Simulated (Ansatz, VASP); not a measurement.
One calculation of Sb3Pb, two programs

```xyz
4
Lattice="-3.0855 3.0855 3.0855 3.0855 -3.0855 3.0855 3.0855 3.0855 -3.0855" Properties=species:S:1:pos:R:3 pbc="T T T"
Sb    3.0855    0.0000    0.0000
Sb    0.0000    3.0855    0.0000
Sb    0.0000    0.0000    3.0855
Pb    0.0000    0.0000    0.0000
```

Alike in both runs: task single point; functional PBE; k mesh 10 × 10 × 10; occupations gaussian, width 0.1 eV; no spin polarisation.

|  | VASP | Ansatz |
| --- | --- | --- |
| version | VASP 6.6.1 | Ansatz 0.2.0 |
| potentials or method | VASP PAW PBE potentials, release 64 (Sb, Pb_d), cutoff 520 eV | scalar-relativistic, plane waves, PAW |
| valence electrons in the cell | 29 | 59 |

```tsv
	VASP	Ansatz	Ansatz less VASP
gap on the k mesh at the Fermi level (eV)	none	none	-
pressure (GPa)	3.4	3.5	+0.05
```

A gap of «none» marks a metal or a gap that the smearing closes. With one functional, cell and mesh, what is left measures potentials, basis and numerics. VASP's potentials hold 29 valence electrons a cell and Ansatz's 59, so a difference there can come from the potentials and not from the codes.

Spin-orbit coupling is off throughout.
